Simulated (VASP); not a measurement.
# ScCd (Pm-3m) in VASP: a series of runs

The runs below take ScCd through relaxation of the atoms, with LDA.

Everything below comes from runs of VASP 6.6.1. Logs are shortened: lines on timing, memory, paths and dates and some standing lists are left out, and cuts for length are marked.

## 1. The cell of the first run

It takes space group Pm-3m (No. 221, cubic). The conventional cell has a = 3.340 Å, b = 3.340 Å, c = 3.340 Å, α = 90.00°, β = 90.00°, γ = 90.00°. Within 3.8 Å of Sc (site symmetry m-3m) lie 8 Cd at 2.89 Å and 6 Sc at 3.34 Å. Within 3.8 Å of Cd (site symmetry m-3m) lie 8 Sc at 2.89 Å and 6 Cd at 3.34 Å.

## 2. Relaxation of the atoms, LDA

The input, INCAR:

```
PREC = Accurate ; ENCUT = 520
EDIFF = 1E-6 ; ISMEAR = -1
SIGMA = 0.05 ; LREAL = F
LASPH = T ; NELM = 80
ALGO = Normal ; ISIF = 2
LWAVE = F ; LCHARG = F
GGA = CA ; IBRION = 2
NSW = 50 ; EDIFFG = -0.01
```

The input, KPOINTS:

```
Automatic mesh
0
Gamma
  10 10 10
```

The input, POSCAR:

```
ScCd
1.0
    3.3403099166      0.0000000000      0.0000000000
    0.0000000000      3.3403099166      0.0000000000
    0.0000000000      0.0000000000      3.3403099166
Sc Cd
1 1
Direct
    0.5000000000      0.5000000000      0.5000000000
    0.0000000000      0.0000000000      0.0000000000
```

Potentials or basis: VASP PAW LDA potentials, release 64 (Sc_sv, Cd).

On the command line:

```bash
> cat potpaw_LDA.64/Sc_sv/POTCAR potpaw_LDA.64/Cd/POTCAR > POTCAR
> mpirun -np 1 vasp_std > vasp.out
```

OUTCAR:

```text
PREC = Accurate
   ENCUT = 520
   EDIFF = 1E-6
   ISMEAR = -1
   LREAL = F
   LASPH = T
   NELM = 80
   ISIF = 2
   GGA = CA
   IBRION = 2
   NSW = 50
   EDIFFG = -0.01

 ion  position               nearest neighbor table
   1  0.500  0.500  0.500-   2 2.89   2 2.89   2 2.89   2 2.89   2 2.89   2 2.89   2 2.89   2 2.89

   2  0.000  0.000  0.000-   1 2.89   1 2.89   1 2.89   1 2.89   1 2.89   1 2.89   1 2.89   1 2.89

  LATTYP: Found a simple cubic cell.
 ALAT       =     3.3403099166

  Lattice vectors:

 A1 = (   3.3403099166,   0.0000000000,   0.0000000000)
 A2 = (   0.0000000000,   3.3403099166,   0.0000000000)
 A3 = (   0.0000000000,   0.0000000000,   3.3403099166)

Analysis of symmetry for initial positions (statically):
=====================================================================
 Subroutine PRICEL returns:
 Original cell was already a primitive cell.

 Routine SETGRP: Setting up the symmetry group for a
 simple cubic supercell.

 Subroutine GETGRP returns: Found 48 space group operations
 (whereof 48 operations were pure point group operations)
 out of a pool of 48 trial point group operations.

The static configuration has the point symmetry O_h .

Analysis of symmetry for dynamics (positions and initial velocities):
=====================================================================
 Subroutine PRICEL returns:
 Original cell was already a primitive cell.

 Routine SETGRP: Setting up the symmetry group for a
 simple cubic supercell.

 Subroutine GETGRP returns: Found 48 space group operations
 (whereof 48 operations were pure point group operations)
 out of a pool of 48 trial point group operations.

The dynamic configuration has the point symmetry O_h .

 Subroutine INISYM returns: Found 48 space group operations
 (whereof 48 operations are pure point group operations),
 and found     1 'primitive' translations

----------------------------------------------------------------------------------------

                                     Primitive cell

  volume of cell :      37.2701

  direct lattice vectors                    reciprocal lattice vectors
     3.340309917  0.000000000  0.000000000     0.299373419  0.000000000  0.000000000
     0.000000000  3.340309917  0.000000000     0.000000000  0.299373419  0.000000000
     0.000000000  0.000000000  3.340309917     0.000000000  0.000000000  0.299373419

  length of vectors
     3.340309917  3.340309917  3.340309917     0.299373419  0.299373419  0.299373419

  position of ions in fractional coordinates (direct lattice)
     0.500000000  0.500000000  0.500000000
     0.000000000  0.000000000  0.000000000

  ion indices of the primitive-cell ions
   primitive index   ion index
                 1           1
                 2           2

----------------------------------------------------------------------------------------

 KPOINTS: Automatic mesh

Automatic generation of k-mesh.
 Grid dimensions read from file:
 generate k-points for:   10   10   10

 Generating k-lattice:

  Cartesian coordinates                     Fractional coordinates (reciprocal lattice)
     0.029937342  0.000000000  0.000000000     0.100000000  0.000000000  0.000000000
     0.000000000  0.029937342  0.000000000     0.000000000  0.100000000  0.000000000
     0.000000000  0.000000000  0.029937342     0.000000000  0.000000000  0.100000000

  Length of vectors
     0.029937342  0.029937342  0.029937342

  Shift w.r.t. Gamma in fractional coordinates (k-lattice)
     0.000000000  0.000000000  0.000000000

 Subroutine IBZKPT returns following result:
 ===========================================

 Found     56 irreducible k-points:

 Following reciprocal coordinates:
            Coordinates               Weight
  0.000000  0.000000  0.000000      1.000000
  0.100000  0.000000  0.000000      6.000000
  0.200000  0.000000  0.000000      6.000000
  0.300000  0.000000  0.000000      6.000000
  0.400000  0.000000  0.000000      6.000000
  0.500000  0.000000  0.000000      3.000000
[... 16 lines left out ...]
  0.200000  0.100000  0.100000     24.000000
  0.300000  0.100000  0.100000     24.000000
 [... further k-points ...]
   k-points           NKPTS =     56   k-points in BZ     NKDIM =     56   number of bands    NBANDS=     15
   number of dos      NEDOS =    301   number of ions     NIONS =      2
   total plane-waves  NPLWV =  21952
   dimension x,y,z NGX =    28 NGY =   28 NGZ =   28
   dimension x,y,z NGXF=    56 NGYF=   56 NGZF=   56
   ions per type =               1   1
   NGX,Y,Z   is equivalent  to a cutoff of  13.94, 13.94, 13.94 a.u.
   NGXF,Y,Z  is equivalent  to a cutoff of  27.87, 27.87, 27.87 a.u.
 SYSTEM =  unknown system
   PREC   = accura    normal or accurate (medium, high low for compatibility)
   ISTART =      0    job   : 0-new  1-cont  2-samecut
   ICHARG =      2    charge: 1-file 2-atom 10-const
   ISPIN  =      1    spin polarized calculation?
   LNONCOLLINEAR =      F non collinear calculations
   LSORBIT =      F    spin-orbit coupling
   LASPH  =      T    aspherical Exc in radial PAW
   ENCUT  =  520.0 eV  38.22 Ry    6.18 a.u.   6.21  6.21  6.21*2*pi/ulx,y,z
   NELM   =     80;   NELMIN=  2; NELMDL= -5     # of ELM steps
   EDIFF  = 0.1E-05   stopping-criterion for ELM
   LREAL  =      F    real-space projection
   EDIFFG = -.1E-01   stopping-criterion for IOM
   NSW    =     50    number of steps for IOM
   IBRION =      2    ionic relax: 0-MD 1-quasi-New 2-CG
   NFREE  =      1    steps in history (QN), initial steepest desc. (CG)
   ISIF   =      2    stress and relaxation
   ISYM   =      2    0-nonsym 1-usesym 2-fastsym
   POTIM  = 0.5000    time-step for ionic-motion
   TEBEG  =    0.0;   TEEND  =   0.0 temperature during run
   PSTRESS=    0.0 pullay stress
   NELECT =      23.0000    total number of electrons
   NUPDOWN=      -1.0000    fix difference up-down
   EMIN   =  10.00;   EMAX   =-10.00  energy-range for DOS
   EFERMI =   0.00;   METHOD = LEGACY
   ISMEAR =    -1;   SIGMA  =   0.05  broadening in eV -4-tet -1-fermi 0-gaus
   EFERMI_NEDOS =   21; number of points for ismear=-14 and -15
   IALGO  =     38    algorithm
   IMIX   =      4    mixing-type and parameters
     AMIX     =   0.40;   BMIX     =  1.00
     AMIX_MAG =   1.60;   BMIX_MAG =  1.00
  volume/ion in A,a.u.               =      18.64       125.76
  Fermi-wavevector in a.u.,A,eV,Ry     =   1.393790  2.633881 26.431366  1.942651
  Thomas-Fermi vector in A             =   2.517402
   LORBIT       =      0    0 simple, 1 ext, 2 COOP (PROOUT), +10 PAW based schemes
   GGA     = CA    functional components
   LHFCALC =     F    Hartree Fock is set to
   AEXX    =    0.0000 exact exchange contribution
   IVDW    =     0    specifies the selected vdW correction
   LEPSILON=     F    determine dielectric tensor
   LRPA    =     F    only Hartree local field effects (RPA)
 conjugate gradient relaxation of ions
 non-spin polarized calculation
  energy-cutoff  :      520.00
  volume of cell :       37.27
 maximum number of plane-waves:      1024
 NGX is ok and might be reduce to    28
   NGX = 13   NGY = 13   NGZ = 13

 number of electron      23.0000001 magnetization

 Free energy of the ion-electron system (eV)
  ---------------------------------------------------
  ext. energy  EPLUGINS =         0.00000000
  ---------------------------------------------------
  free energy    TOTEN  =        -8.86470468 eV

  energy without entropy =       -8.84411142  energy(sigma->0) =       -8.85440805

 E-fermi :   4.5546     XC(G=0): -11.7779

 val. band max:        4.5258912408   @ k =   0.5000   0.3000   0.1000
 cond. band min:       4.5613118947   @ k =   0.2000   0.2000   0.2000
 fundamental gap:      0.0354206540
 Fermi energy:         4.5546438144

 k-point     1 :       0.0000    0.0000    0.0000
  band No.  band energies     occupation
      1     -44.4190      2.00000
      2     -23.3371      2.00000
      3     -23.3371      2.00000
      4     -23.3371      2.00000
      5      -4.7606      2.00000
      6      -4.7606      2.00000
      7      -4.1063      2.00000
      8      -4.1063      2.00000
      9      -4.1063      2.00000
     10      -3.5055      2.00000
     11       4.7152      0.07748
     12       4.7152      0.07748
     13       7.4595      0.00000
     14       7.4595      0.00000
     15       7.4595      0.00000

 k-point     2 :       0.1000    0.0000    0.0000
  band No.  band energies     occupation
      1     -44.4173      2.00000
      2     -23.3569      2.00000
      3     -23.3357      2.00000
      4     -23.3357      2.00000
      5      -4.7467      2.00000
      6      -4.7089      2.00000
      7      -4.1214      2.00000
      8      -4.1214      2.00000
      9      -4.1006      2.00000
     10      -3.3430      2.00000
     11       4.6643      0.20080
     12       4.7056      0.09321
     13       7.1471      0.00000
     14       7.1471      0.00000
     15       7.4465      0.00000

 k-point     3 :       0.2000    0.0000    0.0000
  band No.  band energies     occupation
      1     -44.4128      2.00000
      2     -23.4087      2.00000
      3     -23.3323      2.00000
      4     -23.3323      2.00000
      5      -4.7099      2.00000
      6      -4.5791      2.00000
      7      -4.1607      2.00000
      8      -4.1607      2.00000
      9      -4.0856      2.00000
     10      -2.8531      2.00000
     11       4.3189      1.98224
     12       4.6797      0.15166
     13       6.5647      0.00000
     14       6.5647      0.00000
     15       7.4124      0.00000

 k-point     4 :       0.3000    0.0000    0.0000
  band No.  band energies     occupation
      1     -44.4073      2.00000
      2     -23.4720      2.00000
      3     -23.3281      2.00000
      4     -23.3281      2.00000
      5      -4.6637      2.00000
      6      -4.4271      2.00000
      7      -4.2085      2.00000
      8      -4.2085      2.00000
      9      -4.0670      2.00000
     10      -2.0424      2.00000
     11       3.3393      2.00000
     12       4.6463      0.27552
     13       6.0469      0.00000
     14       6.0469      0.00000
     15       7.3701      0.00000
[... 307 lines left out ...]
 k-point    22 :       0.1000    0.1000    0.1000
  band No.  band energies     occupation
      1     -44.4139      2.00000
      2     -23.3572      2.00000
      3     -23.3522      2.00000
      4     -23.3522      2.00000
      5      -4.6621      2.00000
      6      -4.6621      2.00000
      7      -4.1465      2.00000
      8      -4.1465      2.00000
      9      -4.1288      2.00000
     10      -3.0132      2.00000
     11       4.6660      0.19484
     12       4.6660      0.19484
     13       6.5270      0.00000
     14       7.0526      0.00000
     15       7.0526      0.00000

 k-point    23 :       0.2000    0.1000    0.1000
  band No.  band energies     occupation
      1     -44.4095      2.00000
      2     -23.4050      2.00000
      3     -23.3507      2.00000
      4     -23.3487      2.00000
      5      -4.6307      2.00000
      6      -4.5267      2.00000
      7      -4.2073      2.00000
      8      -4.1879      2.00000
      9      -4.1267      2.00000
     10      -2.5317      2.00000
     11       4.4049      1.90474
     12       4.6883      0.12925
     13       6.1154      0.00000
     14       6.4427      0.00000
     15       7.1090      0.00000

 k-point    24 :       0.3000    0.1000    0.1000
  band No.  band energies     occupation
      1     -44.4041      2.00000
      2     -23.4670      2.00000
      3     -23.3452      2.00000
      4     -23.3444      2.00000
      5      -4.5912      2.00000
      6      -4.3692      2.00000
      7      -4.2791      2.00000
      8      -4.2384      2.00000
      9      -4.1173      2.00000
     10      -1.7479      2.00000
     11       3.4844      2.00000
     12       4.7277      0.06091
     13       5.8856      0.00000
     14       5.9541      0.00000
     15       7.1592      0.00000

 [... further k-points ...]

------------------------ aborting loop because EDIFF is reached ----------------------------------------

  FORCE on cell =-STRESS in cart. coord.  units (eV):
  Direction    XX          YY          ZZ          XY          YZ          ZX
  --------------------------------------------------------------------------------------
  -------------------------------------------------------------------------------------
  Total        2.1844089      2.1844089      2.1844089      0.0000000     -0.0000000      0.0000000
  in kB       93.9040294     93.9040294     93.9040294      0.0000000     -0.0000000      0.0000000
  external PRESSURE =      93.9040294 kB  Pullay stress =       0.0000000 kB

 VOLUME and BASIS-vectors are now :
 -----------------------------------------------------------------------------
  energy-cutoff  :      520.00
  volume of cell :       37.27
      direct lattice vectors                 reciprocal lattice vectors
     3.340309917  0.000000000  0.000000000     0.299373419  0.000000000  0.000000000
     0.000000000  3.340309917  0.000000000     0.000000000  0.299373419  0.000000000
     0.000000000  0.000000000  3.340309917     0.000000000  0.000000000  0.299373419

 POSITION                                       TOTAL-FORCE (eV/Angst)
 -----------------------------------------------------------------------------------
      1.67015      1.67015      1.67015         0.000000      0.000000      0.000000
      0.00000      0.00000      0.00000         0.000000      0.000000      0.000000
 -----------------------------------------------------------------------------------
    total drift:                                0.000000      0.000000      0.000000

  FREE ENERGIE OF THE ION-ELECTRON SYSTEM (eV)
  ---------------------------------------------------
  free  energy   TOTEN  =        -8.8647046795 eV

  energy  without entropy=       -8.8441114244  energy(sigma->0) =       -8.85440805

 reached required accuracy - stopping structural energy minimisation
```

Wall time 24 s (1 thread of Intel Xeon Platinum 8259CL at 2.50GHz (Skylake/Cascade Lake), shared host); peak memory 0.16 GiB.

Results:

```yaml
Free_energy: -8.8647 eV
Pressure_after_relaxing: 9.4 GPa
Band_gap_on_the_k_mesh: zero (an odd number of electrons rules out a gap without spin polarisation)
```

Final structure:
```cif
data_structure
_symmetry_space_group_name_H-M 'P 1'
_symmetry_Int_Tables_number 1
_cell_length_a 3.3403
_cell_length_b 3.3403
_cell_length_c 3.3403
_cell_angle_alpha 90.000
_cell_angle_beta 90.000
_cell_angle_gamma 90.000
_cell_volume 37.27
loop_
_atom_site_label
_atom_site_type_symbol
_atom_site_fract_x
_atom_site_fract_y
_atom_site_fract_z
_atom_site_occupancy
Sc1 Sc 0.50000 0.50000 0.50000 1
Cd1 Cd 0.00000 0.00000 0.00000 1
```

Levels at points of the mesh, in eV from the Fermi level:
```csv
k point,band 9,band 10,band 11,band 12,band 13,band 14,band 15
"(0.00, 0.00, 0.00)",-8.66,-8.06,0.16,0.16,2.90,2.90,2.90
"(0.50, 0.00, 0.00)",-8.60,-4.33,-3.95,0.05,1.04,1.04,2.77
"(0.50, 0.50, 0.00)",-8.27,-3.39,-0.75,-0.75,0.42,2.24,2.24
"(0.50, 0.50, 0.50)",-8.25,-1.90,-1.90,-1.90,1.88,3.64,3.64
```

Caveat: the relaxation stopped at its first step, so nothing moved.

## 3. Relaxation of the atoms, LDA

This run uses another cell than the first one, of 21.92 Å³/atom.

The input, INCAR:

```
PREC     = Accurate       # precision mode
ENCUT    = 520            # plane-wave cutoff, eV
EDIFF    = 1E-6           # SCF threshold, eV
ISMEAR   = -1             # smearing method
SIGMA    = 0.05           # smearing width, eV
LREAL    = False          # projectors in reciprocal space
LASPH    = True           # aspherical terms in the spheres
NELM     = 60             # most SCF steps
ALGO     = Normal         # electronic algorithm
ISIF     = 2              # what is computed and relaxed
LWAVE    = False          # write WAVECAR
LCHARG   = False          # write CHGCAR
IBRION   = 2              # ionic algorithm
NSW      = 50             # ionic steps
EDIFFG   = -0.01          # ionic threshold
```

KPOINTS is that of step 2.

The input, POSCAR:

```
ScCd
1.0
    3.5262555900      0.0000000000      0.0000000000
    0.0000000000      3.5262555900      0.0000000000
    0.0000000000      0.0000000000      3.5262555900
Sc Cd
1 1
Direct
    0.5000000000      0.5000000000      0.5000000000
    0.0000000000      0.0000000000      0.0000000000
```

Potentials or basis: VASP PAW LDA potentials, release 64 (Sc_sv, Cd).

On the command line:

```bash
> cat potpaw_LDA.64/Sc_sv/POTCAR potpaw_LDA.64/Cd/POTCAR > POTCAR
> mpirun -np 1 vasp_std > vasp.out
```

Run time: 26 s. Hardware: 1 thread of Intel Xeon Platinum 8259CL at 2.50GHz (Skylake/Cascade Lake), shared host; peak memory 0.17 GiB.

It converged, with:

```yaml
Free_energy: -8.9117 eV
Pressure_after_relaxing: -5.2 GPa
Band_gap_on_the_k_mesh: zero (an odd number of electrons rules out a gap without spin polarisation)
```

Final structure:
```xyz
2
Lattice="3.5263 0.0000 0.0000 0.0000 3.5263 0.0000 0.0000 0.0000 3.5263" Properties=species:S:1:pos:R:3 pbc="T T T"
Sc    1.7631    1.7631    1.7631
Cd    0.0000    0.0000    0.0000
```

Levels at points of the mesh, in eV from the Fermi level:
| k point | band 10 | band 11 | band 12 | band 13 | band 14 | band 15 |
| --- | --- | --- | --- | --- | --- | --- |
| (0.00, 0.00, 0.00) | -7.31 | 0.15 | 0.15 | 2.37 | 2.37 | 2.37 |
| (0.50, 0.00, 0.00) | -4.21 | -3.55 | 0.17 | 0.93 | 0.93 | 2.30 |
| (0.50, 0.50, 0.00) | -3.15 | -0.73 | -0.73 | 0.24 | 1.82 | 1.82 |
| (0.50, 0.50, 0.50) | -1.50 | -1.50 | -1.50 | 1.12 | 2.97 | 2.97 |

Caveat: the relaxation stopped at its first step, so nothing moved.
